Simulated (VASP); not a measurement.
Input of a VASP 6.6.1 run:

File INCAR:

```
ALGO = Normal
EDIFF = 1E-6
ENCUT = 520
GGA = PE
ISIF = 2
ISMEAR = 0
LASPH = True
LCHARG = False
LREAL = False
LWAVE = False
NBANDS = 46
NELM = 80
PREC = Accurate
SIGMA = 0.05
```

Contents of KPOINTS:

```
k-points
0
Gamma
  8 8 2
```

The input POSCAR:

```
ZnS
1.0
   -3.8467234448      0.0000000000      0.0000000000
   -1.9233617224     -3.3313602246      0.0000000000
   -0.3846723445      0.0000000000     12.5902250307
Zn S
4 4
Direct
    0.9343749653      1.0000000000      0.6562503469
   -0.0156250347      1.0000000000      0.1562503469
    0.2427108819      0.3333333333      0.9062245139
    0.6260442153      0.6666666667      0.4062245139
    0.9156510302      1.0000000000      0.8434896977
    0.9656510302      1.0000000000      0.3434896977
    0.3239497892      0.3333333333      0.0938354415
    0.6072831225      0.6666666667      0.5938354415
```

Potentials or basis: VASP PAW PBE potentials, release 64 (Zn, S).

Launch:

```console
$ cat potpaw_PBE.64/Zn/POTCAR potpaw_PBE.64/S/POTCAR > POTCAR
$ mpirun -np 1 vasp_std > vasp.out
```

(1) Estimate the largest force.

(2) Estimate the band gap on the k mesh.

(3) What does it give for the pressure?

## Answers

(1) 0.276 eV/Å.

(2) 1.98 eV.

(3) 0.1 GPa.
